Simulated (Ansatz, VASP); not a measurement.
Two plane-wave programs on TiO2

POSCAR

```
TiO2
1.0
    0.0164582138      2.4132854717      2.4132854717
    2.4132854717      0.0164582138      2.4132854717
    2.4132854717      2.4132854717      0.0164582138
Ti O
1 2
Direct
    0.0000000000      0.0000000000      0.0000000000
    0.2496527415      0.2496527415      0.2496527415
    0.7503472585      0.7503472585      0.7503472585
```

Contents of INCAR.step1:

```
ALGO = Normal ; EDIFF = 1E-5
ENCUT = 910 ; GGA = PE
GGA_COMPAT = F ; ISMEAR = 0
LASPH = T ; LCHARG = F
LREAL = F ; LWAVE = T
NBANDS = 19 ; NELM = 120
PREC = Accurate ; SIGMA = 0.01
```

INCAR.step2

```
ALGO = Normal ; EDIFF = 1E-6
ENCUT = 910 ; GGA_COMPAT = F
ISIF = 2 ; ISMEAR = 0
ISTART = 1 ; LASPH = T
LCHARG = F ; LMIXTAU = T
LREAL = F ; LWAVE = F
METAGGA = R2SCAN ; NBANDS = 19
NELM = 120 ; PREC = Accurate
SIGMA = 0.01
```

KPOINTS

```
k-points
0
Gamma
  10 10 10
```

Input for Ansatz:

```yaml
crystal:
  lattice:
    - [0.0164582138, 2.4132854717, 2.4132854717]
    - [2.4132854717, 0.0164582138, 2.4132854717]
    - [2.4132854717, 2.4132854717, 0.0164582138]
  atoms:
    - { symbol: Ti, position: [0.0, 0.0, 0.0] }
    - { symbol: O, position: [0.2496527415, 0.2496527415, 0.2496527415] }
    - { symbol: O, position: [0.7503472585, 0.7503472585, 0.7503472585] }
kpoints:
  mp_grid: { grid: [10, 10, 10] }
  band_path:
    path:
      - [0.0, 0.0, 0.0]
      - [0.5, 0.0, 0.5]
      - [0.625, 0.25, 0.625]
      - [0.375, 0.375, 0.75]
      - [0.5, 0.5, 0.5]
      - [0.5, 0.25, 0.75]
    npoints: 1
hamiltonian:
  xc: r2scan
scf:
  occupations: { method: fixed }
  n_extra_bands: 4
output:
  forces: true
  stress: true
  eigenvalues: true
```

Change from the starting cell: shear_111 strain +1.0%.

Alike in both runs: task single point; functional r2SCAN; k mesh 10 × 10 × 10; no spin polarisation.

```csv
,VASP,Ansatz
version,VASP 6.6.1,Ansatz 0.2.0
potentials or method,"VASP PAW PBE potentials, release 64 (Ti_sv, O_h)","plane waves, PAW"
plane-wave cutoff (eV),910,500
occupations,"gaussian, width 0.01 eV",fixed
valence electrons in the cell,24,24
```

VASP gave:

```
gap on the k mesh at the Fermi level (eV) : 1.54
```

What did Ansatz give for the same quantities?

gap on the k mesh at the Fermi level (eV): 1.50.

VASP's potentials were made for PBE, not for r2SCAN.

Noted on VASP's run: the cutoff is short for stress, so the pressure is rough.
